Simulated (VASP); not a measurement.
Wanted: the native input for a VASP 6.6.1 run.

```yaml
Task: relaxation of cell and atoms
Functional: PBE
Potentials_or_basis: VASP PAW PBE potentials, release 64 (Rb_sv, Cd, Ga_d, C, N)
Cutoff: 600 eV
k_mesh: 4 × 4 × 4
Occupations: gaussian, width 0.02 eV
Spin: no spin polarisation
Dipole_correction: no
Further_INCAR_settings: LREAL = Auto; ALGO = Normal; EDIFF = 1e-06; IBRION = 2; EDIFFG = -0.01; NSW = 100; ISIF = 3
```

The structure of RbCdGaC6N6 lies in POSCAR:

```
RbCdGaC6N6
1.0
    0.0000000000      5.6492834315      5.6492834315
    5.6492834315      0.0000000000      5.6492834315
    5.6492834315      5.6492834315      0.0000000000
Rb Cd Ga C N
1 1 1 6 6
Direct
    0.2500000000      0.2500000000      0.2500000000
    0.5000000000      0.5000000000      0.5000000000
    0.0000000000      0.0000000000      0.0000000000
    0.8108008219      0.1891991781      0.1891991781
    0.8108008219      0.1891991781      0.8108008219
    0.8108008219      0.8108008219      0.1891991781
    0.1891991781      0.8108008219      0.8108008219
    0.1891991781      0.8108008219      0.1891991781
    0.1891991781      0.1891991781      0.8108008219
    0.7075955470      0.2924044530      0.2924044530
    0.7075955470      0.2924044530      0.7075955470
    0.7075955470      0.7075955470      0.2924044530
    0.2924044530      0.7075955470      0.7075955470
    0.2924044530      0.7075955470      0.2924044530
    0.2924044530      0.2924044530      0.7075955470
```

These files were run (other wordings do the same):

INCAR

```
PREC = Accurate
ENCUT = 600
EDIFF = 1E-6
ISMEAR = 0
SIGMA = 0.02
LREAL = Auto
LASPH = T
NELM = 100
ALGO = Normal
ISIF = 3
LWAVE = F
LCHARG = F
GGA = PE
IBRION = 2
NSW = 100
EDIFFG = -0.01
```

KPOINTS

```
Automatic mesh
0
Gamma
  4 4 4
```

Potentials or basis: VASP PAW PBE potentials, release 64 (Rb_sv, Cd, Ga_d, C, N).

Launch:

```sh
$ cat potpaw_PBE.64/Rb_sv/POTCAR potpaw_PBE.64/Cd/POTCAR potpaw_PBE.64/Ga_d/POTCAR potpaw_PBE.64/C/POTCAR potpaw_PBE.64/N/POTCAR > POTCAR
$ mpirun -np 1 vasp_std > vasp.out
```

It gave:

```
Relaxed volume                        : 24.05 Å³/atom
Relaxed cell                          : a = 7.990 Å, b = 7.990 Å, c = 7.990 Å, α = 60.00°, β = 60.00°, γ = 60.00°
Space group after relaxing (to 0.1 Å) : F-43m (No. 216)
Energy gained by relaxing             : 0.2 meV/atom
Ionic steps                           : 7
Pressure after relaxing               : 0.0 GPa
Largest force after relaxing          : 0.003 eV/Å
Band gap on the k mesh                : 4.62 eV (least direct gap 4.63 eV)
```

It took 10 min on 1 thread of Intel(R) Xeon(R) 6975P-C (Granite Rapids) (shared host), peak memory 0.7 GiB.
